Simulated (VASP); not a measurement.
Write the native input for VASP 6.6.1 that does the following.

```yaml
Task: single point
Functional: PBE
Dispersion: D3(BJ)
Potentials_or_basis: VASP PAW PBE potentials, release 64 (Al, H)
Cutoff: 520 eV
k_mesh: 6 × 6 × 1
Occupations: gaussian, width 0.1 eV
Spin: no spin polarisation
Dipole_correction: yes
Further_INCAR_settings: ALGO = Normal; EDIFF = 1e-06; NBANDS = 30
```

The structure of Al12H lies in POSCAR:

```
Al12H
1.0
    5.6314608525      0.0000000000      0.0000000000
   -2.8157304263      4.8769881587      0.0000000000
    0.0000000000      0.0000000000     21.5684292007
Al H
12 1
Direct
    0.3333333333      0.1666666667      0.1854562501
    0.3333333333      0.6666666667      0.1854562501
    0.8333333333      0.1666666667      0.1854562501
    0.8333333333      0.6666666667      0.1854562501
    0.1666666667      0.3333333333      0.2913950739
    0.1666666667      0.8333333333      0.2913950739
    0.6666666667      0.3333333333      0.2913950739
    0.6666666667      0.8333333333      0.2913950739
    0.0000000000      0.0000000000      0.3972671872
    0.0000000000      0.5000000000      0.3972671872
    0.5000000000      0.0000000000      0.3972671872
    0.5000000000      0.5000000000      0.3972671872
    0.1666666667      0.0833333333      0.4992681247
```

The input as run:

INCAR

```
PREC = Accurate ; ENCUT = 520
EDIFF = 1E-6 ; ISMEAR = 0
SIGMA = 0.1 ; LREAL = F
LASPH = T ; NELM = 60
ALGO = Normal ; ISIF = 2
LWAVE = F ; LCHARG = F
LDIPOL = T ; IDIPOL = 3
DIPOL = 0.5 0.5 0.307 ; GGA = PE
IVDW = 12 ; NBANDS = 30
```

KPOINTS

```
Automatic mesh
0
Gamma
  6 6 1
```

Potentials or basis: VASP PAW PBE potentials, release 64 (Al, H).

Run with:

```bash
$ cat potpaw_PBE.64/Al/POTCAR potpaw_PBE.64/H/POTCAR > POTCAR
$ mpirun -np 1 vasp_std > vasp.out
```

Results of the run:

* Largest force: 1.713 eV/Å
* Dispersion energy per atom: -0.226 eV

It took 5.1 min on 1 thread of Intel(R) Xeon(R) 6975P-C (Granite Rapids) (shared host), peak memory 0.66 GiB.
